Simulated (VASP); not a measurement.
Set up this calculation in VASP 6.6.1, as the native input.

| Item | Value |
| --- | --- |
| Task | single point |
| Functional | PBE |
| Potentials or basis | VASP PAW PBE potentials, release 64 (B, N) |
| Cutoff | 520 eV |
| k mesh | 10 × 10 × 2 |
| Occupations | gaussian, width 0.05 eV |
| Spin | no spin polarisation |
| Dipole correction | no |
| Further INCAR settings | ALGO = Normal; EDIFF = 1e-06; NBANDS = 36; ISYM = 0 |

The structure of BN lies in POSCAR:

```
BN
1.0
    1.8130010000     -1.8130010000      0.0000000000
    1.8130010000      0.0000000000     -1.8130010000
    8.1585045000      6.3455035000      7.2520040000
B N
6 6
Direct
    0.6354333333      0.6666666667      0.0624666667
   -0.4479000000      0.0000000000      0.8958000000
    0.2187666667      0.3333333333      0.2291333333
    0.3854333333      0.6666666667      0.5624666667
   -0.1979000000      0.0000000000      0.3958000000
   -0.0312333333      0.3333333333      0.7291333333
    0.4479333333      0.6666666667      0.4374666667
    0.8646000000      1.0000000000      0.2708000000
    0.0312666667      0.3333333333      0.6041333333
    0.1979333333      0.6666666667      0.9374666667
   -0.3854000000      0.0000000000      0.7708000000
    0.2812666667      0.3333333333      0.1041333333
```

One way to write it, as run:

INCAR

```
SYSTEM = BN
ALGO = Normal
EDIFF = 1E-6
ENCUT = 520
GGA = PE
ISIF = 2
ISMEAR = 0
ISYM = 0
LASPH = .TRUE.
LCHARG = .FALSE.
LREAL = .FALSE.
LWAVE = .FALSE.
NBANDS = 36
NELM = 60
PREC = Accurate
SIGMA = 0.05
```

KPOINTS

```
k-points
0
G
  10 10 2
  0 0 0
```

Potentials or basis: VASP PAW PBE potentials, release 64 (B, N).

Command:

```console
$ cat potpaw_PBE.64/B/POTCAR potpaw_PBE.64/N/POTCAR > POTCAR
$ mpirun -np 1 vasp_std > vasp.out
```

It gave:

```json
{"Pressure": "0.9 GPa", "Largest force": "2.179 eV/Å", "Band gap on the k mesh": "2.84 eV, indirect (least direct gap 3.97 eV)"}
```

Caveat: forces of over 1 eV/Å act on the atoms, so gaps and moduli don't describe the material at rest.

It took 9.5 min on 1 thread of AMD EPYC 7R13, on a shared host, peak memory 0.28 GiB.
